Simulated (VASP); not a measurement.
**CoO: single point with r2SCAN+U**

Crystal: CoO.

```
CELL_PARAMETERS angstrom
2.63144 0.00000 0.00000
0.00000 2.63144 0.00000
0.00000 0.00000 2.63144
ATOMIC_POSITIONS crystal
Co 0.00000 0.00000 0.00000
O 0.50000 0.50000 0.50000
```

- Program: VASP 6.6.1
- Task: single point
- Functional: r2SCAN
- Potentials or basis: VASP PAW PBE potentials, release 64 (Co, O)
- Cutoff: 520 eV
- k mesh: 10 × 10 × 10
- Occupations: gaussian, width 0.02 eV
- Spin: no spin polarisation
- Hubbard terms: Co d U = 3.32 eV
- Dipole correction: no
- Further INCAR settings: ALGO = Normal; EDIFF = 1e-06; NBANDS = 14

```yaml
Pressure: -24.2 GPa
```

Levels at points of the mesh, in eV from the Fermi level:
```csv
k point,band 4,band 5,band 6,band 7,band 8,band 9,band 10,band 11
"(0.00, 0.00, 0.00)",-2.91,-2.91,-2.91,-0.08,-0.08,-0.08,1.71,16.02
"(0.50, 0.00, 0.00)",-3.70,-3.44,-1.08,0.01,1.03,1.03,7.30,9.08
"(0.50, 0.50, 0.00)",-3.25,-2.05,-0.97,-0.93,-0.72,-0.72,6.91,12.38
"(0.50, 0.50, 0.50)",-6.69,-0.93,-0.93,1.34,1.34,1.34,8.09,8.09
```

Eigenvalues of the final occupation matrices:
```
    site  spin  trace               eigenvalues
site 1 d     1   3.71  0.60 0.60 0.60 0.95 0.95
site 1 d     2   3.71  0.60 0.60 0.60 0.95 0.95
```

Wall time 27 s on 1 thread of AMD EPYC 9R45 96-Core Processor (Zen 5), with other jobs on the host, peak memory 0.11 GiB.

Caveat: the PAW data sets were made with another functional, which shifts forces and pressure a little; an odd number of electrons without spin polarisation forces a metal; a magnetic or distorted state may lie lower; the run has no spin polarisation, though such a crystal can be magnetic; U without spin polarisation on a metal has little footing. Spin polarisation is off, so any magnetic state and its effect on volume and gap are missing.
